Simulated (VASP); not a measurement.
# Ca2SiSe6 (Fm-3m) in VASP: relaxation of cell and atoms with PBE

Aim: the relaxation of cell and atoms of Ca2SiSe6 with PBE.

All numbers are computed with VASP 6.6.1; they aren't measurements. Logs are shortened: lines on timing, memory, paths and dates and some standing lists are left out, and cuts for length are marked.

## Step 1: The cell of the first run

The structure is cubic, space group Fm-3m (No. 225). The conventional cell has a = 9.674 Å, b = 9.674 Å, c = 9.674 Å, α = 90.00°, β = 90.00°, γ = 90.00°. Within 4.5 Å of Ca (site symmetry -43m) lie 12 Se at 3.42 Å and 4 Si at 4.19 Å. Within 3.1 Å of Si (site symmetry m-3m) lie 6 Se at 2.38 Å. Within 3.1 Å of Se (site symmetry 4mm) lie 1 Si at 2.38 Å.

## Step 2: Relaxation of cell and atoms, PBE

Contents of INCAR:

```
PREC = Accurate
ENCUT = 600
EDIFF = 1E-7
ISMEAR = 0
SIGMA = 0.1
LREAL = False
LASPH = True
NELM = 100
ALGO = Normal
ISIF = 3
LWAVE = False
LCHARG = False
GGA = PE
IBRION = 2
NSW = 100
EDIFFG = -0.01
```

Contents of KPOINTS:

```
Automatic mesh
0
Gamma
  8 8 8
```

Contents of POSCAR:

```
Ca2SiSe6
1.0
    0.0000000000      4.8367840900      4.8367840900
    4.8367840900      0.0000000000      4.8367840900
    4.8367840900      4.8367840900      0.0000000000
Ca Si Se
2 1 6
Direct
    0.7500000000      0.7500000000      0.7500000000
    0.2500000000      0.2500000000      0.2500000000
    0.5000000000      0.5000000000      0.5000000000
    0.2544590500      0.2544590500      0.7455409500
    0.7455409500      0.7455409500      0.2544590500
    0.7455409500      0.2544590500      0.7455409500
    0.2544590500      0.7455409500      0.2544590500
    0.7455409500      0.2544590500      0.2544590500
    0.2544590500      0.7455409500      0.7455409500
```

Potentials or basis: VASP PAW PBE potentials, release 64 (Ca_sv, Si, Se).

Started as:

```
$ cat potpaw_PBE.64/Ca_sv/POTCAR potpaw_PBE.64/Si/POTCAR potpaw_PBE.64/Se/POTCAR > POTCAR
$ mpirun -np 1 vasp_std > vasp.out
```

OUTCAR:

```text
PREC = Accurate
   ENCUT = 600
   EDIFF = 1E-7
   ISMEAR = 0
   LREAL = False
   LASPH = True
   NELM = 100
   ISIF = 3
   GGA = PE
   IBRION = 2
   NSW = 100
   EDIFFG = -0.01

 ion  position               nearest neighbor table
   1  0.750  0.750  0.750-
   2  0.250  0.250  0.250-
   3  0.500  0.500  0.500-   4 2.38   5 2.38   6 2.38   7 2.38   8 2.38   9 2.38
   4  0.254  0.254  0.746-   3 2.38
   5  0.746  0.746  0.254-   3 2.38
   6  0.746  0.254  0.746-   3 2.38
   7  0.254  0.746  0.254-   3 2.38
   8  0.746  0.254  0.254-   3 2.38
   9  0.254  0.746  0.746-   3 2.38

  LATTYP: Found a face centered cubic cell.
 ALAT       =     9.6735681800

  Lattice vectors:

 A1 = (   0.0000000000,   4.8367840900,   4.8367840900)
 A2 = (   4.8367840900,   0.0000000000,   4.8367840900)
 A3 = (   4.8367840900,   4.8367840900,   0.0000000000)

Analysis of symmetry for initial positions (statically):
=====================================================================
 Subroutine PRICEL returns:
 Original cell was already a primitive cell.

 Routine SETGRP: Setting up the symmetry group for a
 face centered cubic supercell.

 Subroutine GETGRP returns: Found 48 space group operations
 (whereof 48 operations were pure point group operations)
 out of a pool of 48 trial point group operations.

The static configuration has the point symmetry O_h .

Analysis of symmetry for dynamics (positions and initial velocities):
=====================================================================
 Subroutine PRICEL returns:
 Original cell was already a primitive cell.

 Routine SETGRP: Setting up the symmetry group for a
 face centered cubic supercell.

 Subroutine GETGRP returns: Found 48 space group operations
 (whereof 48 operations were pure point group operations)
 out of a pool of 48 trial point group operations.

The dynamic configuration has the point symmetry O_h .

 Subroutine INISYM returns: Found 48 space group operations
 (whereof 48 operations are pure point group operations),
 and found     1 'primitive' translations

----------------------------------------------------------------------------------------

                                     Primitive cell

  volume of cell :     226.3081

  direct lattice vectors                    reciprocal lattice vectors
     0.000000000  4.836784090  4.836784090    -0.103374472  0.103374472  0.103374472
     4.836784090  0.000000000  4.836784090     0.103374472 -0.103374472  0.103374472
     4.836784090  4.836784090  0.000000000     0.103374472  0.103374472 -0.103374472

  length of vectors
     6.840245658  6.840245658  6.840245658     0.179049837  0.179049837  0.179049837

  position of ions in fractional coordinates (direct lattice)
     0.750000000  0.750000000  0.750000000
     0.250000000  0.250000000  0.250000000
     0.500000000  0.500000000  0.500000000
     0.254459050  0.254459050  0.745540950
     0.745540950  0.745540950  0.254459050
     0.745540950  0.254459050  0.745540950
     0.254459050  0.745540950  0.254459050
     0.745540950  0.254459050  0.254459050
     0.254459050  0.745540950  0.745540950

  ion indices of the primitive-cell ions
   primitive index   ion index
                 1           1
                 2           2
                 3           3
                 4           4
                 5           5
                 6           6
                 7           7
                 8           8
                 9           9

----------------------------------------------------------------------------------------

 KPOINTS: Automatic mesh

Automatic generation of k-mesh.
 Grid dimensions read from file:
 generate k-points for:    8    8    8

 Generating k-lattice:

  Cartesian coordinates                     Fractional coordinates (reciprocal lattice)
    -0.012921809  0.012921809  0.012921809     0.125000000  0.000000000  0.000000000
     0.012921809 -0.012921809  0.012921809     0.000000000  0.125000000  0.000000000
     0.012921809  0.012921809 -0.012921809     0.000000000  0.000000000  0.125000000

  Length of vectors
     0.022381230  0.022381230  0.022381230

  Shift w.r.t. Gamma in fractional coordinates (k-lattice)
     0.000000000  0.000000000  0.000000000

 Subroutine IBZKPT returns following result:
 ===========================================

 Found     29 irreducible k-points:

 Following reciprocal coordinates:
            Coordinates               Weight
  0.000000  0.000000  0.000000      1.000000
  0.125000  0.000000  0.000000      8.000000
  0.250000  0.000000  0.000000      8.000000
  0.375000  0.000000  0.000000      8.000000
  0.500000  0.000000  0.000000      4.000000
  0.125000  0.125000  0.000000      6.000000
[... 16 lines left out ...]
  0.500000  0.250000  0.125000     48.000000
 -0.375000  0.250000  0.125000     24.000000
 [... further k-points ...]
   k-points           NKPTS =     29   k-points in BZ     NKDIM =     29   number of bands    NBANDS=     36
   number of dos      NEDOS =    301   number of ions     NIONS =      9
   total plane-waves  NPLWV = 175616
   dimension x,y,z NGX =    56 NGY =   56 NGZ =   56
   dimension x,y,z NGXF=   112 NGYF=  112 NGZF=  112
   ions per type =               2   1   6
   NGX,Y,Z   is equivalent  to a cutoff of  13.61, 13.61, 13.61 a.u.
   NGXF,Y,Z  is equivalent  to a cutoff of  27.22, 27.22, 27.22 a.u.
 SYSTEM =  unknown system
   PREC   = accura    normal or accurate (medium, high low for compatibility)
   ISTART =      0    job   : 0-new  1-cont  2-samecut
   ICHARG =      2    charge: 1-file 2-atom 10-const
   ISPIN  =      1    spin polarized calculation?
   LNONCOLLINEAR =      F non collinear calculations
   LSORBIT =      F    spin-orbit coupling
   LASPH  =      T    aspherical Exc in radial PAW
   ENCUT  =  600.0 eV  44.10 Ry    6.64 a.u.  13.66 13.66 13.66*2*pi/ulx,y,z
   NELM   =    100;   NELMIN=  2; NELMDL= -5     # of ELM steps
   EDIFF  = 0.1E-06   stopping-criterion for ELM
   LREAL  =      F    real-space projection
   EDIFFG = -.1E-01   stopping-criterion for IOM
   NSW    =    100    number of steps for IOM
   IBRION =      2    ionic relax: 0-MD 1-quasi-New 2-CG
   NFREE  =      1    steps in history (QN), initial steepest desc. (CG)
   ISIF   =      3    stress and relaxation
   ISYM   =      2    0-nonsym 1-usesym 2-fastsym
   POTIM  = 0.5000    time-step for ionic-motion
   TEBEG  =    0.0;   TEEND  =   0.0 temperature during run
   PSTRESS=    0.0 pullay stress
   NELECT =      60.0000    total number of electrons
   NUPDOWN=      -1.0000    fix difference up-down
   EMIN   =  10.00;   EMAX   =-10.00  energy-range for DOS
   EFERMI =   0.00;   METHOD = LEGACY
   ISMEAR =     0;   SIGMA  =   0.10  broadening in eV -4-tet -1-fermi 0-gaus
   EFERMI_NEDOS =   21; number of points for ismear=-14 and -15
   IALGO  =     38    algorithm
   IMIX   =      4    mixing-type and parameters
     AMIX     =   0.40;   BMIX     =  1.00
     AMIX_MAG =   1.60;   BMIX_MAG =  1.00
  volume/ion in A,a.u.               =      25.15       169.69
  Fermi-wavevector in a.u.,A,eV,Ry     =   1.051700  1.987425 15.049036  1.106073
  Thomas-Fermi vector in A             =   2.186754
   LORBIT       =      0    0 simple, 1 ext, 2 COOP (PROOUT), +10 PAW based schemes
   GGA     = PE    functional components
   LHFCALC =     F    Hartree Fock is set to
   AEXX    =    0.0000 exact exchange contribution
   IVDW    =     0    specifies the selected vdW correction
   LEPSILON=     F    determine dielectric tensor
   LRPA    =     F    only Hartree local field effects (RPA)
 conjugate gradient relaxation of ions
 non-spin polarized calculation
 Gauss-broadening in eV      SIGMA  =   0.10
  energy-cutoff  :      600.00
  volume of cell :      226.31
 maximum number of plane-waves:      7631
   NGX = 27   NGY = 27   NGZ = 27

--------------------------------------- Ionic step        1  -------------------------------------------

 number of electron      59.9999997 magnetization

 Free energy of the ion-electron system (eV)
  ---------------------------------------------------
  ext. energy  EPLUGINS =         0.00000000
  ---------------------------------------------------
  free energy    TOTEN  =       -35.77413964 eV

  energy without entropy =      -35.73672166  energy(sigma->0) =      -35.75543065

------------------------ aborting loop because EDIFF is reached ----------------------------------------

  FORCE on cell =-STRESS in cart. coord.  units (eV):
  Direction    XX          YY          ZZ          XY          YZ          ZX
  --------------------------------------------------------------------------------------
  -------------------------------------------------------------------------------------
  Total       -1.6661860     -1.6661860     -1.6661860      0.0000000      0.0000000     -0.0000000
  in kB      -11.7959779    -11.7959779    -11.7959779      0.0000000      0.0000000     -0.0000000
  external PRESSURE =     -11.7959779 kB  Pullay stress =       0.0000000 kB
[... 243 lines left out ...]
  energy  without entropy=      -35.8201625245  energy(sigma->0) =      -35.84179547

--------------------------------------- Ionic step        7  -------------------------------------------

 number of electron      59.9999997 magnetization

 Free energy of the ion-electron system (eV)
  ---------------------------------------------------
  ext. energy  EPLUGINS =         0.00000000
  ---------------------------------------------------
  free energy    TOTEN  =       -35.86367000 eV

  energy without entropy =      -35.82034165  energy(sigma->0) =      -35.84200582

 E-fermi :   3.7705     XC(G=0):  -9.5062

 val. band max:        3.7688100761   @ k =   0.3750   0.0000   0.0000
 cond. band min:       3.7743258584   @ k =   0.5000   0.1250   0.0000
 fundamental gap:      0.0055157823
 Fermi energy:         3.7705380257

 k-point     1 :       0.0000    0.0000    0.0000
  band No.  band energies     occupation
      1     -37.5691      2.00000
      2     -37.5683      2.00000
      3     -18.5445      2.00000
      4     -18.5445      2.00000
      5     -18.5445      2.00000
      6     -18.5369      2.00000
[... 925 lines left out ...]
     35       7.3251      0.00000
     36       7.3756      0.00000

 [... further k-points ...]
[... 5 lines left out ...]
  --------------------------------------------------------------------------------------
  -------------------------------------------------------------------------------------
  Total       -0.0189195     -0.0189195     -0.0189195     -0.0000000     -0.0000000      0.0000000
  in kB       -0.1406393     -0.1406393     -0.1406393     -0.0000000     -0.0000000      0.0000000
  external PRESSURE =      -0.1406393 kB  Pullay stress =       0.0000000 kB
[... 24 lines left out ...]
  FREE ENERGIE OF THE ION-ELECTRON SYSTEM (eV)
  ---------------------------------------------------
  free  energy   TOTEN  =       -35.8636699951 eV

  energy  without entropy=      -35.8203416497  energy(sigma->0) =      -35.84200582

 reached required accuracy - stopping structural energy minimisation
```

It took 21 min on 1 thread of Intel Xeon 6975P-C (Granite Rapids), shared host; peak memory 0.63 GiB.

What came out:

* Free energy: -35.8637 eV
* Relaxed volume: 23.95 Å³/atom
* Relaxed cell: a = 6.730 Å, b = 6.730 Å, c = 6.730 Å, α = 60.00°, β = 60.00°, γ = 60.00°
* Space group after relaxing (to 0.05 Å): Fm-3m (No. 225)
* Energy gained by relaxing: 9.9 meV/atom
* Ionic steps: 7
* Pressure after relaxing: 0.0 GPa
* Largest force after relaxing: 0.005 eV/Å
* Band gap on the k mesh: zero (band 30 reaches 4.43 eV, above the bottom of band 31 at 3.59 eV)

Forces in eV/Å, atoms in the order of the input:
```
Ca   0.000  0.000  0.000
Ca   0.000  0.000  0.000
Si   0.000  0.000  0.000
Se   0.000  0.000 -0.005
Se   0.000  0.000  0.005
Se   0.000  0.005  0.000
Se   0.000 -0.005  0.000
Se  -0.005  0.000  0.000
Se   0.005  0.000  0.000
```

Step by step:
```
step  energy change (eV)  largest force (eV/Å)  pressure (GPa)  volume (Å³)
   1              0.0000                0.2715           -1.18       226.31
   2             -0.0484                0.3089           -0.16       220.30
   3             -0.0600                0.3325            0.72       215.74
   4             -0.0874                0.0853            0.27       215.02
   5             -0.0893                0.0028            0.14       214.78
   6             -0.0893                0.0092            0.15       214.80
   7             -0.0895                0.0050           -0.01       215.53
```

Final structure:
```
Ca Si Se
1.0
     0.00000    4.75876    4.75876
     4.75876    0.00000    4.75876
     4.75876    4.75876    0.00000
Ca Si Se
2 1 6
Direct
  0.75000 0.75000 0.75000
  0.25000 0.25000 0.25000
  0.50000 0.50000 0.50000
  0.24889 0.24889 0.75111
  0.75111 0.75111 0.24889
  0.75111 0.24889 0.75111
  0.24889 0.75111 0.24889
  0.75111 0.24889 0.24889
  0.24889 0.75111 0.75111
```
